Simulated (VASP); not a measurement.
Crystal: MnHg.

```xyz
2
Lattice="3.3150 0.0000 0.0000 0.0000 3.3150 0.0000 0.0000 0.0000 3.3150" Properties=species:S:1:pos:R:3 pbc="T T T"
Hg    0.0000    0.0000    0.0000
Mn    1.6575    1.6575    1.6575
```

Base run:

| Property | Result |
| --- | --- |
| Program | VASP 6.6.1 |
| Functional | PBE |
| Potentials or basis | VASP PAW PBE potentials, release 64 (Hg, Mn_pv) |
| Cutoff | 520 eV |
| k mesh | 7 × 7 × 7 |
| Occupations | fermi-dirac, width 0.05 eV |
| Spin | collinear spin, ferromagnetic start |
| Starting moments | [0.0, 8.0] μB |
| Fixed moment | 8 μB |

Its results: pressure 54.1 GPa; site moments Hg +1.12; Mn +5.16 μB.

**Question.** After a change of settings the same cell gave: pressure -5.0 GPa; site moments Hg -0.13; Mn +3.17 μB. Which change was it?
A. fixed moment from 8 μB to 3 μB; moments at the start from [0.0, 8.0] to [0.0, 3.0]
B. fixed moment from 8 μB to 5 μB; moments at the start from [0.0, 8.0] to [0.0, 5.0]
C. fixed moment from 8 μB to 1 μB; moments at the start from [0.0, 8.0] to [0.0, 1.0]
D. fixed moment from 8 μB to 6 μB; moments at the start from [0.0, 8.0] to [0.0, 6.0]

**Answer.** A.

Caveats: the total moment is fixed, so each spin has its own Fermi level.
